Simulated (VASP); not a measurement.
## BN: single point with PBE

Crystal: BN.

```
CELL_PARAMETERS angstrom
4.42268 0.00000 -0.07740
0.00000 4.42268 0.00000
-0.04461 0.00000 2.82960
ATOMIC_POSITIONS crystal
B 0.17428 0.82572 0.50000
B 0.32572 0.32572 0.00000
B 0.67428 0.67428 0.00000
B 0.82572 0.17428 0.50000
N 0.81261 0.81261 0.50000
N 0.31261 0.68739 0.00000
N 0.68739 0.31261 0.00000
N 0.18739 0.18739 0.50000
```

This cell differs from its parent crystal: engineering shear strain xz -0.0350, normal strain along z +0.1100.

```yaml
Program: VASP 6.6.1
Task: single point
Functional: PBE
Potentials_or_basis: VASP PAW PBE potentials, release 64 (B, N)
Cutoff: 600 eV
k_mesh: 6 × 6 × 10
Occupations: gaussian, width 0.05 eV
Spin: no spin polarisation
Dipole_correction: no
Further_INCAR_settings: ALGO = Normal; EDIFF = 1e-06; NBANDS = 26
```

| Property | Result |
| --- | --- |
| Pressure | -29.3 GPa |
| Largest force | 0.319 eV/Å |
| Band gap on the k mesh | 4.11 eV |

Forces in eV/Å, atoms in the order of the input:
```
B   -0.130  0.130  0.145
B    0.130  0.130 -0.145
B   -0.130 -0.130  0.145
B    0.130 -0.130 -0.145
N   -0.227 -0.220 -0.045
N   -0.227  0.220 -0.045
N    0.227 -0.220  0.045
N    0.227  0.220  0.045
```

Stress tensor (GPa, compression positive):
```
 -7.09   0.00   9.62
  0.00  -7.38   0.00
  9.62   0.00 -73.55
```

Levels at points of the mesh, in eV from the valence-band top:
```
           k point  band 12  band 13  band 14  band 15  band 16  band 17  band 18  band 19  band 20  band 21
(0.00, 0.00, 0.00)    -2.77    -0.88    -0.78    -0.03     0.00     4.11     5.58     7.02     7.15     7.22
(0.50, 0.00, 0.00)    -2.96    -1.83    -1.83    -1.42    -1.42     5.36     5.36     7.03     7.03     8.26
(0.00, 0.50, 0.00)    -2.96    -1.89    -1.89    -1.37    -1.37     5.37     5.37     6.94     6.94     8.31
(0.50, 0.50, 0.00)    -3.75    -3.01    -3.01    -1.87    -1.87     5.78     5.78     6.41     6.41     7.37
(0.00, 0.00, 0.50)    -5.02    -3.66    -3.66    -3.26    -3.26     6.20     6.20     9.97     9.97    11.22
(0.50, 0.00, 0.50)    -4.41    -3.83    -3.31    -1.86    -1.44     6.15     7.06     8.50     8.53     8.67
(0.00, 0.50, 0.50)    -4.41    -3.57    -3.57    -1.66    -1.66     6.61     6.61     8.49     8.49     8.97
(0.50, 0.50, 0.50)    -3.16    -2.91    -2.91    -2.14    -2.14     5.93     5.93     6.80     6.80     8.43
```

Run time: 2.8 min on 1 thread of Oxide Virtual Turin-like Processor, with other jobs on the host, peak memory 0.26 GiB.

Caveat: the cell differs from its parent crystal (engineering shear strain xz -0.0350, normal strain along z +0.1100); the stress differs along the axes, from -74 to -7 GPa. A k mesh can miss the band edges.
